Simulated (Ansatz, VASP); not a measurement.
One calculation of Si, two programs

```
Si
1.0
     3.83356    0.00000    0.00000
    -1.91678    3.31996    0.00000
     0.00000    0.00000   27.30285
Si
10
Direct
  0.00000 0.00000 0.26183
  0.66667 0.33333 0.28491
  0.66667 0.33333 0.37155
  0.33333 0.66667 0.39952
  0.33333 0.66667 0.48573
  0.00000 0.00000 0.51427
  0.00000 0.00000 0.60048
  0.66667 0.33333 0.62845
  0.66667 0.33333 0.71509
  0.33333 0.66667 0.73817
```

Alike in both runs: functional PBE; dispersion D3(BJ); k mesh 9 × 9 × 1; occupations gaussian, width 0.03 eV; no spin polarisation.

Ansatz relaxed the structure, and its values are those at the end. VASP's run is a single point on that final structure, the one shown.

|  | VASP | Ansatz |
| --- | --- | --- |
| version | VASP 6.6.1 | Ansatz 0.2.0 |
| potentials or method | VASP PAW PBE potentials, release 64 (Si), cutoff 400 eV | scalar-relativistic, plane waves, PAW |
| valence electrons in the cell | 40 | 40 |

```csv
,VASP,Ansatz,Ansatz less VASP
gap on the k mesh at the Fermi level (eV),none,none,-
rms of the force components (eV/Å),0.003,0.003,-0.0006
```

A gap of «none» marks a metal or a gap that the smearing closes. Ansatz's warnings: structure snapped to symmetry, xc potential rough in thin density.
